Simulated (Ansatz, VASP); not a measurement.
**One calculation of MnO, two programs**

```
Mn O
1.0
     0.00000    2.22200    2.26644
     2.22200    0.00000    2.26644
     2.22200    2.22200    0.00000
Mn O
1 1
Cartesian
  0.0000 0.0000 0.0000
  2.2220 2.2220 2.2664
```

Change from the starting cell: zz strain of +2 %.

Alike in both runs: task single point; functional PBE; k mesh 16 × 16 × 16; occupations fermi-dirac, width 0.05 eV; collinear spin.

|  | VASP | Ansatz |
| --- | --- | --- |
| version | VASP 6.6.1 | Ansatz 0.2.0 |
| potentials or method | VASP PAW PBE potentials, release 64 (Mn_pv, O), cutoff 520 eV | all-electron LAPW, scalar-relativistic |

|  | VASP | Ansatz | Ansatz less VASP |
| --- | --- | --- | --- |
| pressure (GPa) | -2.0 | -2.2 | -0.13 |
| traceless stress, the component that is largest in VASP (GPa) | 0.35 | 0.42 | +0.071 |
| net moment per atom (μB) | 2.40 | 2.40 | 0.000 |
| size of the moment on the site where the two differ most (μB) | 0.20 | 0.23 | +0.029 |

Site moments also hang on the region over which each program counts them. Ansatz ran all-electron here, and VASP with PAW potentials.
